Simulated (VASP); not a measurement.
# MnS (Fm-3m) in VASP: further runs

MnS is run at these levels: HSE06, PBEsol; tasks: single point.

Program: VASP 6.6.1. These are calculated values, not measurements. Logs are shortened: lines on timing, memory, paths and dates and some standing lists are left out, and cuts for length are marked.

### Step 1. The cell of the first run

Symmetry: Fm-3m, No. 225, cubic system. The conventional cell has a = 5.245 Å, b = 5.245 Å, c = 5.245 Å, α = 90.00°, β = 90.00°, γ = 90.00°. Mn (site symmetry m-3m) has 6 S at 2.62 Å within 3.5 Å. S (site symmetry m-3m) has 6 Mn at 2.62 Å within 3.5 Å.

### Step 2. Single point, HSE06, collinear spin, ferromagnetic start

Contents of POSCAR:

```
MnS
1.0
    0.0000000000      2.6227080170      2.6227080170
    2.6227080170      0.0000000000      2.6227080170
    2.6227080170      2.6227080170      0.0000000000
Mn S
1 1
Direct
    0.0000000000      0.0000000000      0.0000000000
    0.5000000000      0.5000000000      0.5000000000
```

Contents of INCAR.step1:

```
PREC = Accurate
ENCUT = 520
EDIFF = 1E-5
ISMEAR = -1
SIGMA = 0.05
LREAL = F
LASPH = T
NELM = 150
ALGO = Normal
ISIF = 2
LWAVE = T
ISPIN = 2
MAGMOM = 4 0
LORBIT = 11
LMAXMIX = 4
NBANDS = 20
GGA = PE
```

Contents of INCAR.step2:

```
PREC = Accurate
ENCUT = 520
EDIFF = 1E-6
ISMEAR = -1
SIGMA = 0.05
LREAL = F
LASPH = T
NELM = 150
ALGO = Normal
ISIF = 2
LWAVE = F
LCHARG = T
ISPIN = 2
MAGMOM = 4 0
LORBIT = 11
LMAXMIX = 4
GGA = PE
LHFCALC = T
HFSCREEN = 0.2079
PRECFOCK = Normal
LELF = T
LVHAR = T
NBANDS = 20
ISTART = 1
```

Contents of KPOINTS:

```
Automatic mesh
0
Gamma
  5 5 5
```

Potentials or basis: VASP PAW PBE potentials, release 64 (Mn_pv, S).

On the command line:

```bash
cat potpaw_PBE.64/Mn_pv/POTCAR potpaw_PBE.64/S/POTCAR > POTCAR
cp INCAR.step1 INCAR
mpirun -np 1 vasp_std > vasp.out
cp INCAR.step2 INCAR
mpirun -np 1 vasp_std > vasp.out
```

OUTCAR:

```text
PREC = Accurate
   ENCUT = 520
   EDIFF = 1E-6
   ISMEAR = -1
   LREAL = F
   LASPH = T
   NELM = 150
   ISIF = 2
   ISPIN = 2
   LORBIT = 11
   GGA = PE
   LHFCALC = T
   HFSCREEN = 0.2079
   PRECFOCK = Normal
   ISTART = 1

 ion  position               nearest neighbor table
   1  0.000  0.000  0.000-   2 2.62   2 2.62   2 2.62   2 2.62   2 2.62   2 2.62
   2  0.500  0.500  0.500-   1 2.62   1 2.62   1 2.62   1 2.62   1 2.62   1 2.62

  LATTYP: Found a face centered cubic cell.
 ALAT       =     5.2454160340

  Lattice vectors:

 A1 = (   0.0000000000,   2.6227080170,   2.6227080170)
 A2 = (   2.6227080170,   0.0000000000,   2.6227080170)
 A3 = (   2.6227080170,   2.6227080170,   0.0000000000)

Analysis of symmetry for initial positions (statically):
=====================================================================
 Subroutine PRICEL returns:
 Original cell was already a primitive cell.

 Routine SETGRP: Setting up the symmetry group for a
 face centered cubic supercell.

 Subroutine GETGRP returns: Found 48 space group operations
 (whereof 48 operations were pure point group operations)
 out of a pool of 48 trial point group operations.

The static configuration has the point symmetry O_h .

Analysis of symmetry for dynamics (positions and initial velocities):
=====================================================================
 Subroutine PRICEL returns:
 Original cell was already a primitive cell.

 Routine SETGRP: Setting up the symmetry group for a
 face centered cubic supercell.

 Subroutine GETGRP returns: Found 48 space group operations
 (whereof 48 operations were pure point group operations)
 out of a pool of 48 trial point group operations.

The dynamic configuration has the point symmetry O_h .

Analysis of structural, dynamic, and magnetic symmetry:
=====================================================================
 Subroutine PRICEL returns:
 Original cell was already a primitive cell.

 Routine SETGRP: Setting up the symmetry group for a
 face centered cubic supercell.

 Subroutine GETGRP returns: Found 48 space group operations
 (whereof 48 operations were pure point group operations)
 out of a pool of 48 trial point group operations.

The overall configuration has the point symmetry O_h .

 Subroutine INISYM returns: Found 48 space group operations
 (whereof 48 operations are pure point group operations),
 and found     1 'primitive' translations

----------------------------------------------------------------------------------------

                                     Primitive cell

  volume of cell :      36.0811

  direct lattice vectors                    reciprocal lattice vectors
     0.000000000  2.622708017  2.622708017    -0.190642648  0.190642648  0.190642648
     2.622708017  0.000000000  2.622708017     0.190642648 -0.190642648  0.190642648
     2.622708017  2.622708017  0.000000000     0.190642648  0.190642648 -0.190642648

  length of vectors
     3.709069248  3.709069248  3.709069248     0.330202752  0.330202752  0.330202752

  position of ions in fractional coordinates (direct lattice)
     0.000000000  0.000000000  0.000000000
     0.500000000  0.500000000  0.500000000

  ion indices of the primitive-cell ions
   primitive index   ion index
                 1           1
                 2           2

----------------------------------------------------------------------------------------

 KPOINTS: Automatic mesh

Automatic generation of k-mesh.
 Grid dimensions read from file:
 generate k-points for:    5    5    5

 Generating k-lattice:

  Cartesian coordinates                     Fractional coordinates (reciprocal lattice)
    -0.038128530  0.038128530  0.038128530     0.200000000  0.000000000  0.000000000
     0.038128530 -0.038128530  0.038128530     0.000000000  0.200000000  0.000000000
     0.038128530  0.038128530 -0.038128530     0.000000000  0.000000000  0.200000000

  Length of vectors
     0.066040550  0.066040550  0.066040550

  Shift w.r.t. Gamma in fractional coordinates (k-lattice)
     0.000000000  0.000000000  0.000000000

 Subroutine IBZKPT returns following result:
 ===========================================

 Found     10 irreducible k-points:

 Following reciprocal coordinates:
            Coordinates               Weight
  0.000000  0.000000  0.000000      1.000000
  0.200000  0.000000  0.000000      8.000000
  0.400000  0.000000  0.000000      8.000000
  0.200000  0.200000  0.000000      6.000000
  0.400000  0.200000  0.000000     24.000000
 -0.400000  0.200000  0.000000     24.000000
 -0.200000  0.200000  0.000000     12.000000
  0.400000  0.400000  0.000000      6.000000
 -0.400000  0.400000  0.000000     12.000000
 -0.400000  0.400000  0.200000     24.000000
   k-points           NKPTS =     10   k-points in BZ     NKDIM =    125   number of bands    NBANDS=     20
   number of dos      NEDOS =    301   number of ions     NIONS =      2
   total plane-waves  NPLWV =  21952
   dimension x,y,z NGX =    28 NGY =   28 NGZ =   28
   dimension x,y,z NGXF=    56 NGYF=   56 NGZF=   56
   ions per type =               1   1
   NGX,Y,Z   is equivalent  to a cutoff of  12.55, 12.55, 12.55 a.u.
   NGXF,Y,Z  is equivalent  to a cutoff of  25.10, 25.10, 25.10 a.u.
 SYSTEM =  unknown system
   PREC   = accura    normal or accurate (medium, high low for compatibility)
   ISTART =      1    job   : 0-new  1-cont  2-samecut
   ICHARG =      0    charge: 1-file 2-atom 10-const
   ISPIN  =      2    spin polarized calculation?
   LNONCOLLINEAR =      F non collinear calculations
   LSORBIT =      F    spin-orbit coupling
   LASPH  =      T    aspherical Exc in radial PAW
   ENCUT  =  520.0 eV  38.22 Ry    6.18 a.u.   6.90  6.90  6.90*2*pi/ulx,y,z
   NELM   =    150;   NELMIN=  2; NELMDL=  0     # of ELM steps
   EDIFF  = 0.1E-05   stopping-criterion for ELM
   LREAL  =      F    real-space projection
   EDIFFG = 0.1E-04   stopping-criterion for IOM
   NSW    =      0    number of steps for IOM
   IBRION =     -1    ionic relax: 0-MD 1-quasi-New 2-CG
   NFREE  =      0    steps in history (QN), initial steepest desc. (CG)
   ISIF   =      2    stress and relaxation
   ISYM   =      3    0-nonsym 1-usesym 2-fastsym
   POTIM  = 0.5000    time-step for ionic-motion
   TEBEG  =    0.0;   TEEND  =   0.0 temperature during run
   PSTRESS=    0.0 pullay stress
   NELECT =      19.0000    total number of electrons
   NUPDOWN=      -1.0000    fix difference up-down
   EMIN   =  10.00;   EMAX   =-10.00  energy-range for DOS
   EFERMI =   0.00;   METHOD = LEGACY
   ISMEAR =    -1;   SIGMA  =   0.05  broadening in eV -4-tet -1-fermi 0-gaus
   EFERMI_NEDOS =   21; number of points for ismear=-14 and -15
   IALGO  =     38    algorithm
   IMIX   =      1    mixing-type and parameters
     AMIX     =   0.40;   BMIX     =  1.00
     AMIX_MAG =   1.60;   BMIX_MAG =  1.00
  volume/ion in A,a.u.               =      18.04       121.74
  Fermi-wavevector in a.u.,A,eV,Ry     =   1.322004  2.498225 23.778827  1.747694
  Thomas-Fermi vector in A             =   2.451717
   LORBIT       =     11    0 simple, 1 ext, 2 COOP (PROOUT), +10 PAW based schemes
   GGA     = PE    functional components
   LHFCALC =     T    Hartree Fock is set to
   PRECFOCK=normal    Normal, Fast or Accurate (Low or Medium for compatibility)
   ENCUT4O =  -1.0   cutoff for four orbital integrals eV
   NKREDX  =     1    reduce k-point grid by
   NKREDY  =     1    reduce k-point grid by
   NKREDZ  =     1    reduce k-point grid by
   AEXX    =    0.2500 exact exchange contribution
   HFSCREEN=    0.2079 screening length (either q_TF or 0.3 A-1)
   HFSCREENC=   0.2079 screening length for correlation (either q_TF or 0.3 A-1)
   ENCUTFOCK=  -1.0 apply spherical cutoff to Coloumb kernel
   IVDW    =     0    specifies the selected vdW correction
   LEPSILON=     F    determine dielectric tensor
   LRPA    =     F    only Hartree local field effects (RPA)
 spin polarized calculation
  energy-cutoff  :      520.00
  volume of cell :       36.08
 maximum number of plane-waves:       990
  NGX = 24; NGY = 24; NGZ = 24

 number of electron      18.9999988 magnetization       4.9979163

 Free energy of the ion-electron system (eV)
  ---------------------------------------------------
  ext. energy  EPLUGINS =         0.00000000
  ---------------------------------------------------
  free energy    TOTEN  =       -20.44622245 eV

  energy without entropy =      -20.44622225  energy(sigma->0) =      -20.44622235

 E-fermi :   6.3065     XC(G=0):  -8.6819

 val. band max:        5.6166490459   @ k =  -0.2000   0.2000   0.0000
 cond. band min:       6.9434048441   @ k =   0.4000   0.4000   0.0000
 fundamental gap:      1.3267557982
 Fermi energy:         6.3064895738

 spin component 1

 k-point     1 :       0.0000    0.0000    0.0000
  band No.  band energies     occupation
      1     -49.1368      1.00000
      2     -49.1368      1.00000
      3     -49.1368      1.00000
      4      -9.8315      1.00000
      5       0.7824      1.00000
      6       0.7824      1.00000
[... 12 lines left out ...]
     19      18.8262      0.00000
[... 190 lines left out ...]
      3     -49.1388      1.00000
      4      -8.2623      1.00000
      5      -0.6608      1.00000
      6      -0.0430      1.00000
[... 12 lines left out ...]
     19      22.9660      0.00000
     20      23.6218      0.00000
 Fermi energy:         6.3064895738

 spin component 2

 k-point     1 :       0.0000    0.0000    0.0000
  band No.  band energies     occupation
      1     -42.4188      1.00000
      2     -42.4187      1.00000
      3     -42.4187      1.00000
      4      -9.4558      1.00000
      5       4.3974      1.00000
      6       4.3974      1.00000
[... 12 lines left out ...]
     19      20.7198      0.00000
[... 191 lines left out ...]
      4      -7.8906      1.00000
      5       0.4500      1.00000
      6       1.5520      1.00000
[... 12 lines left out ...]
     19      23.8069      0.00000
     20      24.4666      0.00000

------------------------ aborting loop because EDIFF is reached ----------------------------------------

  FORCE on cell =-STRESS in cart. coord.  units (eV):
  Direction    XX          YY          ZZ          XY          YZ          ZX
  --------------------------------------------------------------------------------------
  -------------------------------------------------------------------------------------
  Total       -0.0034937     -0.0034937     -0.0034937      0.0000000      0.0000000     -0.0000000
  in kB       -0.1551388     -0.1551388     -0.1551388      0.0000000      0.0000000     -0.0000000
  external PRESSURE =      -0.1551388 kB  Pullay stress =       0.0000000 kB

 VOLUME and BASIS-vectors are now :
 -----------------------------------------------------------------------------
  energy-cutoff  :      520.00
  volume of cell :       36.08
      direct lattice vectors                 reciprocal lattice vectors
     0.000000000  2.622708017  2.622708017    -0.190642648  0.190642648  0.190642648
     2.622708017  0.000000000  2.622708017     0.190642648 -0.190642648  0.190642648
     2.622708017  2.622708017  0.000000000     0.190642648  0.190642648 -0.190642648

 POSITION                                       TOTAL-FORCE (eV/Angst)
 -----------------------------------------------------------------------------------
      0.00000      0.00000      0.00000         0.000000      0.000000     -0.000000
      2.62271      2.62271      2.62271        -0.000000     -0.000000      0.000000
 -----------------------------------------------------------------------------------
    total drift:                                0.000000      0.000000     -0.000000

  FREE ENERGIE OF THE ION-ELECTRON SYSTEM (eV)
  ---------------------------------------------------
  free  energy   TOTEN  =       -20.4462224495 eV

  energy  without entropy=      -20.4462222460  energy(sigma->0) =      -20.44622235

 total charge

# of ion       s       p       d       tot
------------------------------------------
    1        0.205   6.159   4.877  11.242
    2        1.312   2.476   0.000   3.788
--------------------------------------------------
tot          1.517   8.635   4.877  15.030

 magnetization (x)

# of ion       s       p       d       tot
------------------------------------------
    1        0.042   0.032   4.491   4.564
    2        0.023   0.086   0.000   0.108
--------------------------------------------------
tot          0.064   0.117   4.491   4.673
```

Run time: 55 min. Hardware: 1 thread of AMD EPYC 7R43 (Zen 3), shared host; peak memory 0.26 GiB.

Results:

```
Free energy                                           : -20.4462 eV
Pressure                                              : 0.0 GPa
Band gap on the k mesh                                : 1.33 eV (least direct gap 3.45 eV)
Net moment                                            : 5.00 μB per cell
Site moments                                          : Mn +4.56; S +0.11 μB
Valence electrons inside the program's atomic spheres : Mn 11.24; S 3.79
```

Caveat: the PAW data sets were made with another functional, which shifts forces and pressure a little; an odd mesh through Γ misses points on the zone boundary, where band edges can lie; a cell with one magnetic atom can't hold antiferromagnetic order, which such compounds often take.

### Step 3. Single point, PBEsol

This run uses another cell than the first one, of 17.67 Å³/atom.

Contents of INCAR:

```
PREC = Accurate
ENCUT = 520
EDIFF = 1E-6
ISMEAR = -1
SIGMA = 0.05
LREAL = False
LASPH = True
NELM = 100
ALGO = Normal
ISIF = 2
LWAVE = False
LCHARG = True
GGA = PS
LELF = True
LVHAR = True
NBANDS = 16
```

Contents of KPOINTS:

```
regular mesh
0
Gamma
  9 9 9
```

Contents of POSCAR:

```
MnS
1.0
    0.0000000000      2.6045000000      2.6045000000
    2.6045000000      0.0000000000      2.6045000000
    2.6045000000      2.6045000000      0.0000000000
Mn S
1 1
Direct
    0.0000000000      0.0000000000      0.0000000000
    0.5000000000      0.5000000000      0.5000000000
```

Potentials or basis: VASP PAW PBE potentials, release 64 (Mn_pv, S).

On the command line:

```bash
cat potpaw_PBE.64/Mn_pv/POTCAR potpaw_PBE.64/S/POTCAR > POTCAR
mpirun -np 1 vasp_std > vasp.out
```

Wall time 39 s (1 thread of Intel Xeon 8259CL, shared host); peak memory 0.16 GiB.

It converged, with:

- Free energy: -12.7668 eV
- Pressure: -27.6 GPa
- Band gap on the k mesh: zero (an odd number of electrons rules out a gap without spin polarisation)

Levels at points of the mesh, in eV from the Fermi level:
```csv
k point,band 5,band 6,band 7,band 8,band 9,band 10,band 11,band 12,band 13,band 14
"(0.00, 0.00, 0.00)",-1.62,-1.62,-1.62,-0.87,-0.87,-0.87,-0.85,-0.85,2.49,9.49
```

Caveat: the cell stands under tension; the PAW data sets were made with another functional, which shifts forces and pressure a little; the run has no spin polarisation, though such a crystal can be magnetic; semilocal functionals often make such compounds metallic where correlation or magnetic order opens a gap, which also shifts bond lengths. Spin polarisation is off, so any magnetic state and its effect on volume and gap are missing.
